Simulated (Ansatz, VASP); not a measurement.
NbAs in VASP and in Ansatz

Contents of INCAR:

```
PREC = Accurate
ENCUT = 520
EDIFF = 1E-7
ISMEAR = -1
SIGMA = 0.08
LREAL = False
LASPH = True
NELM = 80
ALGO = Normal
ISIF = 2
LWAVE = False
LCHARG = False
NBANDS = 26
```

File KPOINTS:

```
Automatic mesh
0
Gamma
  15 15 15
```

POSCAR

```
NbAs
1.0
   -1.7142667651      1.7142667651      5.8008041881
    1.7142667651     -1.7142667651      5.8008041881
    1.7142667651      1.7142667651     -5.8008041881
Nb As
2 2
Direct
    0.7500000000      0.7500000000      0.0000000000
    0.5000000000      0.0000000000      0.5000000000
    0.1660000000      0.1660000000      0.0000000000
    0.9160000000      0.4160000000      0.5000000000
```

Input for Ansatz:

```yaml
crystal:
  lattice:
    - [-1.7142667651, 1.7142667651, 5.8008041881]
    - [1.7142667651, -1.7142667651, 5.8008041881]
    - [1.7142667651, 1.7142667651, -5.8008041881]
  atoms:
    - { symbol: Nb, position: [0.75, 0.75, 0.0] }
    - { symbol: Nb, position: [0.5, 0.0, 0.5] }
    - { symbol: As, position: [0.166, 0.166, 0.0] }
    - { symbol: As, position: [0.916, 0.416, 0.5] }
kpoints:
  mp_grid: { grid: [15, 15, 15] }
  band_path:
    path:
      - [0.0, 0.0, 0.0]
      - [0.0, 0.0, 0.5]
      - [0.25, 0.25, 0.25]
      - [0.0, 0.5, 0.0]
      - [0.0, 0.0, 0.0]
      - [0.5, 0.5, -0.5]
      - [0.2718333516, 0.7281666484, -0.2718333516]
      - [-0.2718333516, 0.2718333516, 0.2718333516]
      - [0.0, 0.0, 0.0]
    npoints: 5
scf:
  occupations: { method: fermi_dirac, width: 0.08 }
hamiltonian:
  xc: lda
  pseudopotentials: { kind: all_electron, lapw: { basis_error: 0.0005 } }
output:
  forces: true
  stress: true
  eigenvalues: true
```

Change from the starting cell: volume scaled by 0.98.

Alike in both runs: task single point; functional LDA; k mesh 15 × 15 × 15; occupations fermi-dirac, width 0.08 eV; no spin polarisation.

|  | VASP | Ansatz |
| --- | --- | --- |
| version | VASP 6.6.1 | Ansatz 0.2.0 |
| potentials or method | VASP PAW LDA potentials, release 64 (Nb_sv, As), cutoff 520 eV | all-electron LAPW, scalar-relativistic |

Ansatz gave:

```
pressure (GPa)                                                : -2.1
traceless stress, the component that is largest in VASP (GPa) : 0.76
rms of the force components (eV/Å)                            : 0.172
```

Q: What did VASP give for the same quantities?

A: Pressure (GPa): -1.8; traceless stress, the component that is largest in VASP (GPa): 0.70; rms of the force components (eV/Å): 0.174.

LDA's correlation is that of Perdew and Zunger in VASP and of Perdew and Wang (1992) in Ansatz. Atom by atom the forces differ by 0.002 eV/Å (rms over components). Ansatz ran all-electron here, and VASP with PAW potentials.
